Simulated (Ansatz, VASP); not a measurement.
AlN: VASP beside Ansatz

```
CELL_PARAMETERS angstrom
3.06082 0.00000 0.00000
-1.53041 2.65074 0.00000
0.00000 0.00000 5.14258
ATOMIC_POSITIONS crystal
Al 0.33333 0.66667 0.00000
Al 0.66667 0.33333 0.50000
N 0.33333 0.66667 0.38500
N 0.66667 0.33333 0.88500
```

Alike in both runs: task single point; functional PBE; k mesh 9 × 9 × 6; occupations gaussian, width 0.05 eV; no spin polarisation.

|  | VASP | Ansatz |
| --- | --- | --- |
| version | VASP 6.6.1 | Ansatz 0.2.0 |
| potentials or method | VASP PAW PBE potentials, release 64 (Al, N), cutoff 520 eV | scalar-relativistic, plane waves, PAW |
| valence electrons in the cell | 16 | 16 |

VASP gave:

```
gap on the k mesh at the Fermi level (eV)                     : 4.25
least direct gap on the mesh (eV)                             : 4.25
pressure (GPa)                                                : 5.2
traceless stress, the component that is largest in VASP (GPa) : -13.67
rms of the force components (eV/Å)                            : 0.362
```

Task: Estimate Ansatz's values.

Result: gap on the k mesh at the Fermi level (eV): 4.23; least direct gap on the mesh (eV): 4.23; pressure (GPa): 5.4; traceless stress, the component that is largest in VASP (GPa): -13.60; rms of the force components (eV/Å): 0.361.

Atom by atom the forces differ by 0.001 eV/Å (rms over components).
